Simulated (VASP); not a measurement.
# LiF (P6_3mc) in VASP: notebook

The runs below take LiF through single point, with PBE.

Everything below comes from runs of VASP 6.6.1. Logs are shortened: lines on timing, memory, paths and dates and some standing lists are left out, and cuts for length are marked.

## 1. The cell of the first run

The structure is hexagonal, space group P6_3mc (No. 186). The conventional cell has a = 3.143 Å, b = 3.143 Å, c = 5.236 Å, α = 90.00°, β = 90.00°, γ = 120.00°. Within 2.5 Å of Li (site symmetry 3m) lie 4 F at 1.91 to 2.03 Å. Within 2.5 Å of F (site symmetry 3m) lie 4 Li at 1.91 to 2.03 Å.

## 2. Single point, PBE (volume 11.200 Å^3 an atom, c/a of the conventional cell 1.6656)

File INCAR:

```
ALGO = Normal ; EDIFF = 1E-7
ENCUT = 520 ; GGA = PE
ISIF = 2 ; ISMEAR = 0
LASPH = T ; LCHARG = F
LREAL = F ; LWAVE = F
NBANDS = 18 ; NELM = 100
PREC = Accurate ; SIGMA = 0.05
```

File KPOINTS:

```
k-points
0
Gamma
  9 9 6
```

File POSCAR:

```
LiF
1.0
    3.1433462554      0.0000000000      0.0000000000
   -1.5716731277      2.7222177101      0.0000000000
    0.0000000000      0.0000000000      5.2355575230
Li F
2 2
Direct
    0.3333333333      0.6666666667      0.3810713234
    0.6666666667      0.3333333333      0.8810713234
    0.3333333333      0.6666666667      0.9939266766
    0.6666666667      0.3333333333      0.4939266766
```

Potentials or basis: VASP PAW PBE potentials, release 64 (Li_sv, F).

Started as:

```console
$ cat potpaw_PBE.64/Li_sv/POTCAR potpaw_PBE.64/F/POTCAR > POTCAR
$ mpirun -np 1 vasp_std > vasp.out
```

OUTCAR:

```text
EDIFF = 1E-7
   ENCUT = 520
   GGA = PE
   ISIF = 2
   ISMEAR = 0
   LASPH = T
   LREAL = F
   NELM = 100
   PREC = Accurate

 ion  position               nearest neighbor table
   1  0.333  0.667  0.381-   4 1.91   4 1.91   4 1.91   3 2.03
   2  0.667  0.333  0.881-   3 1.91   3 1.91   3 1.91   4 2.03
   3  0.333  0.667  0.994-   2 1.91   2 1.91   2 1.91   1 2.03
   4  0.667  0.333  0.494-   1 1.91   1 1.91   1 1.91   2 2.03

  LATTYP: Found a hexagonal cell.
 ALAT       =     3.1433462554
 C/A-ratio  =     1.6656000000

  Lattice vectors:

 A1 = (   3.1433462554,   0.0000000000,   0.0000000000)
 A2 = (  -1.5716731277,   2.7222177101,   0.0000000000)
 A3 = (   0.0000000000,   0.0000000000,   5.2355575230)

Analysis of symmetry for initial positions (statically):
=====================================================================
 Subroutine PRICEL returns:
 Original cell was already a primitive cell.

 Routine SETGRP: Setting up the symmetry group for a
 hexagonal supercell.

 Subroutine GETGRP returns: Found 12 space group operations
 (whereof  6 operations were pure point group operations)
 out of a pool of 24 trial point group operations.

The static configuration has the point symmetry C_3v.
 The point group associated with its full space group is C_6v.

Analysis of symmetry for dynamics (positions and initial velocities):
=====================================================================
 Subroutine PRICEL returns:
 Original cell was already a primitive cell.

 Routine SETGRP: Setting up the symmetry group for a
 hexagonal supercell.

 Subroutine GETGRP returns: Found 12 space group operations
 (whereof  6 operations were pure point group operations)
 out of a pool of 24 trial point group operations.

The dynamic configuration has the point symmetry C_3v.
 The point group associated with its full space group is C_6v.

 Subroutine INISYM returns: Found 12 space group operations
 (whereof  6 operations are pure point group operations),
 and found     1 'primitive' translations

----------------------------------------------------------------------------------------

                                     Primitive cell

  volume of cell :      44.8000

  direct lattice vectors                    reciprocal lattice vectors
     3.143346255  0.000000000  0.000000000     0.318132308  0.183673774  0.000000000
    -1.571673128  2.722217710  0.000000000     0.000000000  0.367347548  0.000000000
     0.000000000  0.000000000  5.235557523     0.000000000  0.000000000  0.191001626

  length of vectors
     3.143346255  3.143346255  5.235557523     0.367347548  0.367347548  0.191001626

  position of ions in fractional coordinates (direct lattice)
     0.333333333  0.666666667  0.381071323
     0.666666667  0.333333333  0.881071323
     0.333333333  0.666666667  0.993926677
     0.666666667  0.333333333  0.493926677

  ion indices of the primitive-cell ions
   primitive index   ion index
                 1           1
                 2           2
                 3           3
                 4           4

----------------------------------------------------------------------------------------

 KPOINTS: k-points

Automatic generation of k-mesh.
 Grid dimensions read from file:
 generate k-points for:    9    9    6

 Generating k-lattice:

  Cartesian coordinates                     Fractional coordinates (reciprocal lattice)
     0.035348034  0.020408197  0.000000000     0.111111111  0.000000000  0.000000000
     0.000000000  0.040816394  0.000000000     0.000000000  0.111111111  0.000000000
     0.000000000  0.000000000  0.031833604     0.000000000  0.000000000  0.166666667

  Length of vectors
     0.040816394  0.040816394  0.031833604

  Shift w.r.t. Gamma in fractional coordinates (k-lattice)
     0.000000000  0.000000000  0.000000000

 Subroutine IBZKPT returns following result:
 ===========================================

 Found     48 irreducible k-points:

 Following reciprocal coordinates:
            Coordinates               Weight
  0.000000  0.000000  0.000000      1.000000
  0.111111 -0.000000  0.000000      6.000000
  0.222222  0.000000  0.000000      6.000000
  0.333333  0.000000  0.000000      6.000000
  0.444444  0.000000  0.000000      6.000000
  0.111111  0.111111  0.000000      6.000000
[... 16 lines left out ...]
  0.333333  0.222222  0.166667     24.000000
  0.333333  0.333333  0.166667      4.000000
 [... further k-points ...]
   k-points           NKPTS =     48   k-points in BZ     NKDIM =     48   number of bands    NBANDS=     18
   number of dos      NEDOS =    301   number of ions     NIONS =      4
   total plane-waves  NPLWV =  23040
   dimension x,y,z NGX =    24 NGY =   24 NGZ =   40
   dimension x,y,z NGXF=    48 NGYF=   48 NGZF=   80
   ions per type =               2   2
   NGX,Y,Z   is equivalent  to a cutoff of  12.69, 12.69, 12.70 a.u.
   NGXF,Y,Z  is equivalent  to a cutoff of  25.39, 25.39, 25.40 a.u.
 SYSTEM =  unknown system
   PREC   = accura    normal or accurate (medium, high low for compatibility)
   ISTART =      0    job   : 0-new  1-cont  2-samecut
   ICHARG =      2    charge: 1-file 2-atom 10-const
   ISPIN  =      1    spin polarized calculation?
   LNONCOLLINEAR =      F non collinear calculations
   LSORBIT =      F    spin-orbit coupling
   LASPH  =      T    aspherical Exc in radial PAW
   ENCUT  =  520.0 eV  38.22 Ry    6.18 a.u.   5.84  5.84  9.73*2*pi/ulx,y,z
   NELM   =    100;   NELMIN=  2; NELMDL= -5     # of ELM steps
   EDIFF  = 0.1E-06   stopping-criterion for ELM
   LREAL  =      F    real-space projection
   EDIFFG = 0.1E-05   stopping-criterion for IOM
   NSW    =      0    number of steps for IOM
   IBRION =     -1    ionic relax: 0-MD 1-quasi-New 2-CG
   NFREE  =      0    steps in history (QN), initial steepest desc. (CG)
   ISIF   =      2    stress and relaxation
   ISYM   =      2    0-nonsym 1-usesym 2-fastsym
   POTIM  = 0.5000    time-step for ionic-motion
   TEBEG  =    0.0;   TEEND  =   0.0 temperature during run
   PSTRESS=    0.0 pullay stress
   NELECT =      20.0000    total number of electrons
   NUPDOWN=      -1.0000    fix difference up-down
   EMIN   =  10.00;   EMAX   =-10.00  energy-range for DOS
   EFERMI =   0.00;   METHOD = LEGACY
   ISMEAR =     0;   SIGMA  =   0.05  broadening in eV -4-tet -1-fermi 0-gaus
   EFERMI_NEDOS =   21; number of points for ismear=-14 and -15
   IALGO  =     38    algorithm
   IMIX   =      4    mixing-type and parameters
     AMIX     =   0.40;   BMIX     =  1.00
     AMIX_MAG =   1.60;   BMIX_MAG =  1.00
  volume/ion in A,a.u.               =      11.20        75.58
  Fermi-wavevector in a.u.,A,eV,Ry     =   1.251196  2.364418 21.299818  1.565492
  Thomas-Fermi vector in A             =   2.385155
   LORBIT       =      0    0 simple, 1 ext, 2 COOP (PROOUT), +10 PAW based schemes
   GGA     = PE    functional components
   LHFCALC =     F    Hartree Fock is set to
   AEXX    =    0.0000 exact exchange contribution
   IVDW    =     0    specifies the selected vdW correction
   LEPSILON=     F    determine dielectric tensor
   LRPA    =     F    only Hartree local field effects (RPA)
 non-spin polarized calculation
 Gauss-broadening in eV      SIGMA  =   0.05
  energy-cutoff  :      520.00
  volume of cell :       44.80
 maximum number of plane-waves:      1220
 NGX is ok and might be reduce to    24
   NGX = 11   NGY = 11   NGZ = 19

 number of electron      20.0000009 magnetization

 Free energy of the ion-electron system (eV)
  ---------------------------------------------------
  ext. energy  EPLUGINS =         0.00000000
  ---------------------------------------------------
  free energy    TOTEN  =       -19.24723332 eV

  energy without entropy =      -19.24723332  energy(sigma->0) =      -19.24723332

 E-fermi :  -2.7716     XC(G=0):  -8.3104

 val. band max:       -3.0433642820   @ k =   0.0000   0.0000   0.0000
 cond. band min:       4.2129472375   @ k =   0.0000   0.0000   0.0000
 fundamental gap:      7.2563115194
 Fermi energy:        -2.7716400047

 k-point     1 :       0.0000    0.0000    0.0000
  band No.  band energies     occupation
      1     -43.7636      2.00000
      2     -43.7448      2.00000
      3     -22.2306      2.00000
      4     -22.0761      2.00000
      5      -4.7971      2.00000
      6      -3.2965      2.00000
[... 10 lines left out ...]
     17      15.9306      0.00000
     18      15.9306      0.00000

 k-point     2 :       0.1111   -0.0000    0.0000
  band No.  band energies     occupation
      1     -43.7611      2.00000
      2     -43.7434      2.00000
      3     -22.2163      2.00000
      4     -22.0702      2.00000
      5      -4.7371      2.00000
      6      -3.4287      2.00000
[... 10 lines left out ...]
     17      15.9924      0.00000
     18      16.0693      0.00000

 k-point     3 :       0.2222    0.0000    0.0000
  band No.  band energies     occupation
      1     -43.7550      2.00000
      2     -43.7402      2.00000
      3     -22.1787      2.00000
      4     -22.0561      2.00000
      5      -4.5841      2.00000
      6      -3.7903      2.00000
[... 10 lines left out ...]
     17      15.9913      0.00000
     18      16.0561      0.00000

 k-point     4 :       0.3333    0.0000    0.0000
  band No.  band energies     occupation
      1     -43.7475      2.00000
      2     -43.7367      2.00000
      3     -22.1310      2.00000
      4     -22.0432      2.00000
      5      -4.5094      2.00000
      6      -4.0731      2.00000
[... 375 lines left out ...]
      4     -22.0441      2.00000
      5      -4.3991      2.00000
      6      -4.3045      2.00000
[... 10 lines left out ...]
     17      15.3327      0.00000
     18      16.7933      0.00000

 k-point    23 :       0.3333    0.2222    0.1667
  band No.  band energies     occupation
      1     -43.7388      2.00000
      2     -43.7352      2.00000
      3     -22.0722      2.00000
      4     -22.0436      2.00000
      5      -4.5999      2.00000
      6      -4.1690      2.00000
[... 10 lines left out ...]
     17      14.8396      0.00000
     18      16.5526      0.00000

 k-point    24 :       0.3333    0.3333    0.1667
  band No.  band energies     occupation
      1     -43.7361      2.00000
      2     -43.7361      2.00000
      3     -22.0524      2.00000
      4     -22.0524      2.00000
      5      -4.6284      2.00000
      6      -3.9973      2.00000
[... 10 lines left out ...]
     17      14.4972      0.00000
     18      16.7366      0.00000

 [... further k-points ...]
[... 5 lines left out ...]
  --------------------------------------------------------------------------------------
  -------------------------------------------------------------------------------------
  Total       -0.6150311     -0.6150311     -1.5799363      0.0000000      0.0000000     -0.0000000
  in kB      -21.9952883    -21.9952883    -56.5030841      0.0000000      0.0000000     -0.0000000
  external PRESSURE =     -33.4978869 kB  Pullay stress =       0.0000000 kB

 VOLUME and BASIS-vectors are now :
 -----------------------------------------------------------------------------
  energy-cutoff  :      520.00
  volume of cell :       44.80
      direct lattice vectors                 reciprocal lattice vectors
     3.143346255  0.000000000  0.000000000     0.318132308  0.183673774  0.000000000
    -1.571673128  2.722217710  0.000000000     0.000000000  0.367347548  0.000000000
     0.000000000  0.000000000  5.235557523     0.000000000  0.000000000  0.191001626

 POSITION                                       TOTAL-FORCE (eV/Angst)
 -----------------------------------------------------------------------------------
     -0.00000      1.81481      1.99512         0.000000     -0.000000     -0.097813
      1.57167      0.90741      4.61290        -0.000000      0.000000     -0.097813
     -0.00000      1.81481      5.20376        -0.000000     -0.000000      0.097813
      1.57167      0.90741      2.58598         0.000000      0.000000      0.097813
 -----------------------------------------------------------------------------------
    total drift:                                0.000000      0.000000      0.000070

  FREE ENERGIE OF THE ION-ELECTRON SYSTEM (eV)
  ---------------------------------------------------
  free  energy   TOTEN  =       -19.2472333164 eV

  energy  without entropy=      -19.2472333164  energy(sigma->0) =      -19.24723332
```

Run time: 72 s. Hardware: 1 thread of AMD EPYC 7R13, shared host; peak memory 0.14 GiB.

Results:

```
Free energy            : -19.2472 eV
Largest force          : 0.098 eV/Å
Band gap on the k mesh : 7.26 eV, direct
```

Forces on the atoms (eV/Å):
```
Li   0.000  0.000 -0.098
Li   0.000  0.000 -0.098
F    0.000  0.000  0.098
F    0.000  0.000  0.098
```

Levels at points of the mesh, in eV from the valence-band top:
| k point | band 6 | band 7 | band 8 | band 9 | band 10 | band 11 | band 12 | band 13 | band 14 | band 15 |
| --- | --- | --- | --- | --- | --- | --- | --- | --- | --- | --- |
| (0.00, 0.00, 0.00) | -0.25 | -0.25 | -0.05 | -0.05 | 0.00 | 7.26 | 11.08 | 13.89 | 18.17 | 18.17 |
| (0.00, 0.00, 0.50) | -0.94 | -0.15 | -0.15 | -0.15 | -0.15 | 8.79 | 8.79 | 16.17 | 16.17 | 18.40 |

Caveat: the cutoff is under 1.25 times the usual one of these potentials, so pressure, stress and relaxed cells hold a basis-set (Pulay) error. A k mesh can miss the band edges.

## 3. Single point, PBE (volume 11.200 Å^3 an atom, c/a of the conventional cell 1.3900)

File INCAR:

```
PREC = Accurate
ENCUT = 520
EDIFF = 1E-6
ISMEAR = 0
SIGMA = 0.05
LREAL = False
LASPH = True
NELM = 100
ALGO = Normal
ISIF = 2
LWAVE = False
LCHARG = False
GGA = PE
NBANDS = 18
```

File KPOINTS:

```
Automatic mesh
0
Gamma
  9 9 6
```

File POSCAR:

```
LiF
1.0
    3.3387010011      0.0000000000      0.0000000000
   -1.6693505005      2.8913998826      0.0000000000
    0.0000000000      0.0000000000      4.6407943915
Li F
2 2
Direct
    0.3333333333      0.6666666667      0.3810713234
    0.6666666667      0.3333333333      0.8810713234
    0.3333333333      0.6666666667      0.9939266766
    0.6666666667      0.3333333333      0.4939266766
```

Potentials or basis: VASP PAW PBE potentials, release 64 (Li_sv, F).

Started as:

```console
$ cat potpaw_PBE.64/Li_sv/POTCAR potpaw_PBE.64/F/POTCAR > POTCAR
$ mpirun -np 1 vasp_std > vasp.out
```

It took 83 s on 1 thread of AMD EPYC 7R13, shared host; peak memory 0.15 GiB.

The run converged. Its results:

* Free energy: -19.1712 eV
* Largest force: 0.415 eV/Å
* Band gap on the k mesh: 7.12 eV, direct

Forces on the atoms (eV/Å):
```
Li   0.000  0.000  0.415
Li   0.000  0.000  0.415
F    0.000  0.000 -0.415
F    0.000  0.000 -0.415
```

Levels at points of the mesh, in eV from the valence-band top:
| k point | band 8 | band 9 | band 10 | band 11 | band 12 | band 13 |
| --- | --- | --- | --- | --- | --- | --- |
| (0.00, 0.00, 0.00) | -0.19 | -0.19 | 0.00 | 7.12 | 11.93 | 14.78 |
| (0.00, 0.00, 0.50) | -0.40 | -0.40 | -0.40 | 8.90 | 8.90 | 16.94 |

Caveat: the cutoff is under 1.25 times the usual one of these potentials, so pressure, stress and relaxed cells hold a basis-set (Pulay) error. A k mesh can miss the band edges.

## 4. Single point, PBE (volume 11.200 Å^3 an atom, c/a of the conventional cell 1.5681)

File INCAR:

```
  PREC = Accurate
  ENCUT = 520
  EDIFF = 1E-6
  ISMEAR = 0
  SIGMA = 0.05
  LREAL = False
  LASPH = True
  NELM = 60
  ALGO = Normal
  ISIF = 2
  LWAVE = False
  LCHARG = False
  GGA = PE
  NBANDS = 18
```

File KPOINTS:

```
regular mesh
0
Gamma
  9 9 6
```

File POSCAR:

```
LiF
1.0
    3.2071600497      0.0000000000      0.0000000000
   -1.6035800248      2.7774820771      0.0000000000
    0.0000000000      0.0000000000      5.0292834766
Li F
2 2
Direct
    0.3333333333      0.6666666667      0.3810713234
    0.6666666667      0.3333333333      0.8810713234
    0.3333333333      0.6666666667      0.9939266766
    0.6666666667      0.3333333333      0.4939266766
```

Started as:

```console
$ cat potpaw_PBE.64/Li_sv/POTCAR potpaw_PBE.64/F/POTCAR > POTCAR
$ mpirun -np 1 vasp_std > vasp.out
```

It took 64 s on 1 thread of AMD EPYC 7R13, shared host; peak memory 0.14 GiB.

It converged, with:

- Free energy: -19.2657 eV
- Largest force: 0.012 eV/Å
- Band gap on the k mesh: 7.21 eV, direct

Forces in eV/Å, atoms in the order of the input:
```
Li   0.000  0.000 -0.012
Li   0.000  0.000 -0.012
F    0.000  0.000  0.012
F    0.000  0.000  0.012
```

Levels at points of the mesh, in eV from the valence-band top:
```
           k point  band 7  band 8  band 9  band 10  band 11  band 12  band 13  band 14
(0.00, 0.00, 0.00)   -0.39   -0.13   -0.13     0.00     7.21    11.32    14.13    17.64
(0.00, 0.00, 0.50)   -0.26   -0.26   -0.26    -0.26     8.81     8.81    16.61    16.61
```

Caveat: the cutoff is under 1.25 times the usual one of these potentials, so pressure, stress and relaxed cells hold a basis-set (Pulay) error. A k mesh can miss the band edges.

(Part 1 of 2 ends here.)
